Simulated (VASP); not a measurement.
**BeS: electric field gradients with LDA**

Crystal: BeS.

```
CELL_PARAMETERS angstrom
0.00000 2.42500 2.42500
2.42500 0.00000 2.42500
2.42500 2.42500 0.00000
ATOMIC_POSITIONS crystal
Be 0.00000 0.00000 0.00000
S 0.75000 0.75000 0.75000
```

```json
{
 "Program": "VASP 6.6.1",
 "Task": "electric field gradients",
 "Functional": "LDA",
 "Potentials or basis": "VASP PAW LDA potentials, release 64 (Be, S)",
 "Cutoff": "400 eV",
 "k mesh": "9 × 9 × 9, shifted",
 "Occupations": "fermi-dirac, width 0.02 eV",
 "Spin": "no spin polarisation",
 "Dipole correction": "no",
 "Mended": "yes",
 "Further INCAR settings": "ALGO = Normal; EDIFF = 1e-08; NBANDS = 11; ISYM = -1"
}
```

- Pressure: -3.2 GPa
- Band gap on the k mesh: 3.10 eV (least direct gap 5.52 eV)
- Largest electric field gradient by atom: zero within the noise of the run

Levels at points of the mesh, in eV from the valence-band top:
```tsv
k point	band 2	band 3	band 4	band 5	band 6	band 7
(0.50, 0.50, 0.50)	-5.80	-1.00	-1.00	5.40	6.48	6.48
```

It took 33 s on 1 thread of AMD EPYC 9R45 96-Core Processor (Zen 5) (shared host), peak memory 0.15 GiB.

Caveat: the cell stands under tension; a shifted mesh leaves out Γ, where band edges can lie. A k mesh can miss the band edges.
